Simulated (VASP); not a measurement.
Here is a VASP 6.6.1 calculation.

File INCAR:

```
SYSTEM = SnSe
  ALGO = Normal
  EDIFF = 1E-6
  ENCUT = 500
  GGA = PS
  GGA_COMPAT = .FALSE.
  ISIF = 2
  ISMEAR = 0
  LASPH = .TRUE.
  LCHARG = .FALSE.
  LREAL = .FALSE.
  LWAVE = .FALSE.
  NBANDS = 17
  NELM = 120
  PREC = Accurate
  SIGMA = 0.01
```

File KPOINTS:

```
k-points
0
G
  8 8 8
  0 0 0
```

POSCAR

```
SnSe
1.0
    0.0000000000      2.7766534866      2.7766534866
    2.7766534866      0.0000000000      2.7766534866
    2.7766534866      2.7766534866      0.0000000000
Sn Se
1 1
Direct
    0.0000000000      0.0000000000      0.0000000000
    0.5000000000      0.5000000000      0.5000000000
```

Potentials or basis: VASP PAW PBE potentials, release 64 (Sn_d, Se).

Launch:

```console
$ cat potpaw_PBE.64/Sn_d/POTCAR potpaw_PBE.64/Se/POTCAR > POTCAR
$ mpirun -np 1 vasp_std > vasp.out
```

**Question.** Predict the band gap on the k mesh.

**Answer.** 0.47 eV, indirect (least direct gap 0.49 eV).

**Question.** What does it give for the pressure?

**Answer.** 18.1 GPa.

Caveat: the PAW data sets were made with another functional, which shifts forces and pressure a little; spin-orbit coupling is left out, which moves the levels of the heavy elements. A k mesh can miss the band edges.
